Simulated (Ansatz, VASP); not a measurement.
**MgS in VASP and in Ansatz**

```
CELL_PARAMETERS angstrom
-0.08654 2.51497 2.51497
2.51497 -0.08654 2.51497
2.51497 2.51497 -0.08654
ATOMIC_POSITIONS crystal
Mg 0.00000 0.00000 0.00000
S 0.50000 0.50000 0.50000
```

Change from the starting cell: shear_111 strain -5.0%.

Alike in both runs: task single point; functional PBE; k mesh 8 × 8 × 8; occupations fermi-dirac, width 0.02 eV; no spin polarisation.

|  | VASP | Ansatz |
| --- | --- | --- |
| version | VASP 6.6.1 | Ansatz 0.2.0 |
| potentials or method | VASP PAW PBE potentials, release 64 (Mg, S) | plane waves, PAW |
| plane-wave cutoff (eV) | 520 | 420 |
| valence electrons in the cell | 8 | 16 |

Ansatz gave:

| Item | Value |
| --- | --- |
| gap on the k mesh at the Fermi level (eV) | 2.53 |
| pressure (GPa) | 5.6 |
| traceless stress, the component that is largest in VASP (GPa) | 1.85 |

Task: What did VASP give for the same quantities?

Result: gap on the k mesh at the Fermi level (eV): 2.52; pressure (GPa): 5.3; traceless stress, the component that is largest in VASP (GPa): 1.85.

The functional is the same, so the differences come from potentials, cutoffs and numerics. VASP's potentials hold 8 valence electrons a cell and Ansatz's 16, so a difference there can come from the potentials and not from the codes.
